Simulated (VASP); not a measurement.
# MgS (Cmmm) in VASP: further runs, part 2 of 2

VASP 6.6.1. The steps go on from the part before.

## (4) Single point, PBE

This run uses another cell than the first one, of 24.46 Å³/atom.

INCAR reads:

```
  PREC = Accurate
  ENCUT = 520
  EDIFF = 1E-7
  ISMEAR = 0
  SIGMA = 0.02
  LREAL = F
  LASPH = T
  NELM = 100
  ALGO = Normal
  ISIF = 2
  LWAVE = F
  LCHARG = F
  GGA = PE
  NBANDS = 11
```

KPOINTS reads:

```
Automatic mesh
0
Gamma
  8 8 8
```

POSCAR reads:

```
MgS
1.0
    1.7702002386     -3.9715850648      0.0000000000
    1.7702002386      3.9715850648      0.0000000000
    0.0000000000      0.0000000000      3.4794970403
Mg S
1 1
Direct
    0.5000000000      0.5000000000      0.5000000000
    0.0000000000      0.0000000000      0.0000000000
```

Potentials or basis: VASP PAW PBE potentials, release 64 (Mg, S).

The run is started by

```
> cat potpaw_PBE.64/Mg/POTCAR potpaw_PBE.64/S/POTCAR > POTCAR
> mpirun -np 1 vasp_std > vasp.out
```

OUTCAR:

```text
PREC = Accurate
   ENCUT = 520
   EDIFF = 1E-7
   ISMEAR = 0
   LREAL = F
   LASPH = T
   NELM = 100
   ISIF = 2
   GGA = PE

 ion  position               nearest neighbor table
   1  0.500  0.500  0.500-   2 2.48   2 2.48   2 2.48   2 2.48
   2  0.000  0.000  0.000-   1 2.48   1 2.48   1 2.48   1 2.48

  LATTYP: Found a base centered orthorhombic cell.
 ALAT       =     3.5404004772
 B/A-ratio  =     2.2435795557
 C/A-ratio  =     0.9827975854

  Lattice vectors:

 A1 = (   1.7702002386,  -3.9715850648,   0.0000000000)
 A2 = (   1.7702002386,   3.9715850648,   0.0000000000)
 A3 = (   0.0000000000,   0.0000000000,   3.4794970403)

Analysis of symmetry for initial positions (statically):
=====================================================================
 Subroutine PRICEL returns:
 Original cell was already a primitive cell.

 Routine SETGRP: Setting up the symmetry group for a
 base centered orthorhombic supercell.

 Subroutine GETGRP returns: Found  8 space group operations
 (whereof  8 operations were pure point group operations)
 out of a pool of  8 trial point group operations.

The static configuration has the point symmetry D_2h.

Analysis of symmetry for dynamics (positions and initial velocities):
=====================================================================
 Subroutine PRICEL returns:
 Original cell was already a primitive cell.

 Routine SETGRP: Setting up the symmetry group for a
 base centered orthorhombic supercell.

 Subroutine GETGRP returns: Found  8 space group operations
 (whereof  8 operations were pure point group operations)
 out of a pool of  8 trial point group operations.

The dynamic configuration has the point symmetry D_2h.

 Subroutine INISYM returns: Found  8 space group operations
 (whereof  8 operations are pure point group operations),
 and found     1 'primitive' translations

----------------------------------------------------------------------------------------

                                     Primitive cell

  volume of cell :      48.9252

  direct lattice vectors                    reciprocal lattice vectors
     1.770200239 -3.971585065  0.000000000     0.282453922 -0.125894320  0.000000000
     1.770200239  3.971585065  0.000000000     0.282453922  0.125894320  0.000000000
     0.000000000  0.000000000  3.479497040     0.000000000  0.000000000  0.287397859

  length of vectors
     4.348229158  4.348229158  3.479497040     0.309240356  0.309240356  0.287397859

  position of ions in fractional coordinates (direct lattice)
     0.500000000  0.500000000  0.500000000
     0.000000000  0.000000000  0.000000000

  ion indices of the primitive-cell ions
   primitive index   ion index
                 1           1
                 2           2

----------------------------------------------------------------------------------------

 KPOINTS: Automatic mesh

Automatic generation of k-mesh.
 Grid dimensions read from file:
 generate k-points for:    8    8    8

 Generating k-lattice:

  Cartesian coordinates                     Fractional coordinates (reciprocal lattice)
[... 22 lines left out ...]
  0.125000  0.125000  0.000000      2.000000
[... 16 lines left out ...]
  0.125000  0.000000  0.125000      8.000000
  0.250000  0.000000  0.125000      8.000000
 [... further k-points ...]
   k-points           NKPTS =    105   k-points in BZ     NKDIM =    105   number of bands    NBANDS=     11
   number of dos      NEDOS =    301   number of ions     NIONS =      2
   total plane-waves  NPLWV =  28672
   dimension x,y,z NGX =    32 NGY =   32 NGZ =   28
   dimension x,y,z NGXF=    64 NGYF=   64 NGZF=   56
   ions per type =               1   1
   NGX,Y,Z   is equivalent  to a cutoff of  12.23, 12.23, 13.38 a.u.
   NGXF,Y,Z  is equivalent  to a cutoff of  24.47, 24.47, 26.76 a.u.
 SYSTEM =  unknown system
   PREC   = accura    normal or accurate (medium, high low for compatibility)
   ISTART =      0    job   : 0-new  1-cont  2-samecut
   ICHARG =      2    charge: 1-file 2-atom 10-const
   ISPIN  =      1    spin polarized calculation?
   LNONCOLLINEAR =      F non collinear calculations
   LSORBIT =      F    spin-orbit coupling
   LASPH  =      T    aspherical Exc in radial PAW
   ENCUT  =  520.0 eV  38.22 Ry    6.18 a.u.   8.08  8.08  6.47*2*pi/ulx,y,z
   NELM   =    100;   NELMIN=  2; NELMDL= -5     # of ELM steps
   EDIFF  = 0.1E-06   stopping-criterion for ELM
   LREAL  =      F    real-space projection
   EDIFFG = 0.1E-05   stopping-criterion for IOM
   NSW    =      0    number of steps for IOM
   IBRION =     -1    ionic relax: 0-MD 1-quasi-New 2-CG
   NFREE  =      0    steps in history (QN), initial steepest desc. (CG)
   ISIF   =      2    stress and relaxation
   ISYM   =      2    0-nonsym 1-usesym 2-fastsym
   POTIM  = 0.5000    time-step for ionic-motion
   TEBEG  =    0.0;   TEEND  =   0.0 temperature during run
   PSTRESS=    0.0 pullay stress
   NELECT =       8.0000    total number of electrons
   NUPDOWN=      -1.0000    fix difference up-down
   EMIN   =  10.00;   EMAX   =-10.00  energy-range for DOS
   EFERMI =   0.00;   METHOD = LEGACY
   ISMEAR =     0;   SIGMA  =   0.02  broadening in eV -4-tet -1-fermi 0-gaus
   EFERMI_NEDOS =   21; number of points for ismear=-14 and -15
   IALGO  =     38    algorithm
   IMIX   =      4    mixing-type and parameters
     AMIX     =   0.40;   BMIX     =  1.00
     AMIX_MAG =   1.60;   BMIX_MAG =  1.00
  volume/ion in A,a.u.               =      24.46       165.08
  Fermi-wavevector in a.u.,A,eV,Ry     =   0.895215  1.691711 10.903839  0.801410
  Thomas-Fermi vector in A             =   2.017518
   LORBIT       =      0    0 simple, 1 ext, 2 COOP (PROOUT), +10 PAW based schemes
   GGA     = PE    functional components
   LHFCALC =     F    Hartree Fock is set to
   AEXX    =    0.0000 exact exchange contribution
   IVDW    =     0    specifies the selected vdW correction
   LEPSILON=     F    determine dielectric tensor
   LRPA    =     F    only Hartree local field effects (RPA)
 non-spin polarized calculation
 Gauss-broadening in eV      SIGMA  =   0.02
  energy-cutoff  :      520.00
  volume of cell :       48.93
 maximum number of plane-waves:      1339
   NGX = 17   NGY = 17   NGZ = 13

 number of electron       8.0000000 magnetization

 Free energy of the ion-electron system (eV)
  ---------------------------------------------------
  ext. energy  EPLUGINS =         0.00000000
  ---------------------------------------------------
  free energy    TOTEN  =        -7.77440913 eV

  energy without entropy =       -7.77440913  energy(sigma->0) =       -7.77440913

 E-fermi :   1.5287     XC(G=0):  -8.0553

 val. band max:        1.3709633071   @ k =   0.1250   0.1250   0.5000
 cond. band min:       3.4297425881   @ k =   0.0000   0.0000   0.0000
 fundamental gap:      2.0587792810
 Fermi energy:         1.5287480169

 k-point     1 :       0.0000    0.0000    0.0000
  band No.  band energies     occupation
      1     -10.5683      2.00000
      2       0.5302      2.00000
      3       0.7546      2.00000
      4       0.8191      2.00000
      5       3.4297      0.00000
      6       7.1553      0.00000
      7       8.0656      0.00000
      8      10.5082      0.00000
      9      11.1633      0.00000
     10      13.4600      0.00000
     11      14.0771      0.00000
[... 309 lines left out ...]
 k-point    24 :       0.2500    0.0000    0.1250
  band No.  band energies     occupation
      1     -10.1109      2.00000
      2      -1.3728      2.00000
      3       0.2421      2.00000
      4       0.5499      2.00000
      5       5.3618      0.00000
      6       7.3230      0.00000
      7       9.0313      0.00000
      8       9.8823      0.00000
      9      10.7290      0.00000
     10      11.8040      0.00000
     11      15.0711      0.00000

 [... further k-points ...]

------------------------ aborting loop because EDIFF is reached ----------------------------------------

  FORCE on cell =-STRESS in cart. coord.  units (eV):
  Direction    XX          YY          ZZ          XY          YZ          ZX
  --------------------------------------------------------------------------------------
  -------------------------------------------------------------------------------------
  Total       -0.0683999     -0.0108077     -0.0575402      0.0000000      0.0000000      0.0000000
  in kB       -2.2399230     -0.3539256     -1.8842958      0.0000000      0.0000000      0.0000000
  external PRESSURE =      -1.4927148 kB  Pullay stress =       0.0000000 kB

 VOLUME and BASIS-vectors are now :
 -----------------------------------------------------------------------------
  energy-cutoff  :      520.00
  volume of cell :       48.93
      direct lattice vectors                 reciprocal lattice vectors
     1.770200239 -3.971585065  0.000000000     0.282453922 -0.125894320  0.000000000
     1.770200239  3.971585065  0.000000000     0.282453922  0.125894320  0.000000000
     0.000000000  0.000000000  3.479497040     0.000000000  0.000000000  0.287397859

 POSITION                                       TOTAL-FORCE (eV/Angst)
 -----------------------------------------------------------------------------------
      1.77020      0.00000      1.73975         0.000000      0.000000      0.000000
      0.00000      0.00000      0.00000         0.000000      0.000000      0.000000
 -----------------------------------------------------------------------------------
    total drift:                                0.000000     -0.000000      0.000000

  FREE ENERGIE OF THE ION-ELECTRON SYSTEM (eV)
  ---------------------------------------------------
  free  energy   TOTEN  =        -7.7744091326 eV

  energy  without entropy=       -7.7744091326  energy(sigma->0) =       -7.77440913
```

stdout:

```text
POSCAR found type information on POSCAR MgS
 POSCAR found :  2 types and       2 ions
 scaLAPACK will be used
 LDA part: xc-table for (Slater+PW92), standard interpolation
 POSCAR, INCAR and KPOINTS ok, starting setup
 FFT: planning ... GRIDC
 FFT: planning ... GRID_SOFT
 FFT: planning ... GRID
 WAVECAR not read
 entering main loop
```

Wall time 46 s (1 thread of Intel Xeon 8259CL, shared host); peak memory 0.21 GiB.

Results:

* Free energy: -7.7744 eV
* Pressure: -0.1 GPa
* Band gap on the k mesh: 2.06 eV (least direct gap 2.43 eV)

Levels at points of the mesh, in eV from the valence-band top:
| k point | band 2 | band 3 | band 4 | band 5 | band 6 | band 7 |
| --- | --- | --- | --- | --- | --- | --- |
| (0.00, 0.00, 0.00) | -0.84 | -0.62 | -0.55 | 2.06 | 5.78 | 6.69 |
| (0.50, 0.00, 0.00) | -4.33 | -0.94 | -0.13 | 3.56 | 6.59 | 6.92 |
| (0.50, 0.50, 0.00) | -2.79 | -0.77 | -0.41 | 4.08 | 5.88 | 6.27 |
| (0.00, 0.00, 0.50) | -4.51 | -0.23 | -0.15 | 5.67 | 5.70 | 6.72 |
| (0.50, 0.00, 0.50) | -3.31 | -3.24 | -0.13 | 2.29 | 6.37 | 6.71 |
| (0.50, 0.50, 0.50) | -4.09 | -1.51 | -0.34 | 2.48 | 6.21 | 7.68 |

A k mesh can miss the band edges.

## (5) Summary

```tsv
cell	k mesh	smearing	gap on the mesh (eV)	pressure (GPa)
a = 3.075, b = 3.075, c = 4.590 Å, angles 90.0, 90.0, 112.0°, 2 atoms, atomic positions A	6 × 6 × 4	gaussian 0.1 eV	none	-3.8
a = 3.479, b = 4.348, c = 6.631 Å, angles 102.8, 90.0, 90.0°, 4 atoms, atomic positions B	4 × 4 × 2	gaussian 0.1 eV	2.05	0.0
a = 4.348, b = 4.348, c = 3.479 Å, angles 90.0, 90.0, 132.0°, 2 atoms, atomic positions A	8 × 8 × 8	gaussian 0.02 eV	2.06	-0.1
```

Alike in all rows: task single point; level PBE; potentials or basis VASP PAW PBE potentials, release 64 (Mg, S); no spin polarisation; cutoff (eV) 520.

Caveats: some runs use coarse meshes.

Total energies depend on the potentials used, so only differences within one code and one set of settings carry meaning.
